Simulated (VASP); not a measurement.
Runs of VASP 6.6.1 on Ba. The structure is that of space group I4/mcm (No. 140), or close to it. The cells are those of the table. 

| cell | further INCAR settings | gap on the mesh (eV) | pressure (GPa) | largest force (eV/Å) |
| --- | --- | --- | --- | --- |
| a = 7.082 Å, angles 107.5, 107.5, 113.4°, 4 atoms | ALGO = Fast; EDIFF = 1e-06; NBANDS = 28 | none | -0.4 | 0.13 |
| a = 7.127 Å, angles 107.5, 107.5, 113.4°, 4 atoms | ALGO = Fast; EDIFF = 1e-06; NBANDS = 28 | none | -0.5 | 0.13 |
| a = 6.895 Å, angles 107.5, 107.5, 113.4°, 4 atoms | ALGO = Fast; EDIFF = 1e-06; NBANDS = 28 | none | (a) | 0.09 |
| a = 6.943 Å, angles 107.5, 107.5, 113.4°, 4 atoms | ALGO = Fast; EDIFF = 1e-06; NBANDS = 28 | none | 0.0 | 0.10 |
| a = 7.036 Å, angles 107.5, 107.5, 113.4°, 4 atoms | ALGO = Fast; EDIFF = 1e-07; NBANDS = 28 | none | -0.2 | (b) |
| a = 6.847 Å, angles 107.5, 107.5, 113.4°, 4 atoms | ALGO = Fast; EDIFF = 1e-06; NBANDS = 28 | none | 0.4 | (c) |
| a = 6.990 Å, angles 107.5, 107.5, 113.4°, 4 atoms | ALGO = Fast; EDIFF = 1e-06; NBANDS = 28 | none | -0.1 | (d) |

Alike in all rows: task single point; level PBE; potentials or basis VASP PAW PBE potentials, release 64 (Ba_sv); no spin polarisation; k mesh 5 × 5 × 5; cutoff (eV) 520; smearing fermi-dirac 0.05 eV.

Fill in the values left out.

(a) 0.2; (b) 0.12; (c) 0.08; (d) 0.11.

Caveats: spin-orbit coupling is left out, which moves the levels of the heavy elements.

A k mesh can miss the band edges, and the runs leave out spin-orbit coupling on Ba.

A gap of «none» marks levels without a gap at the run's occupations.
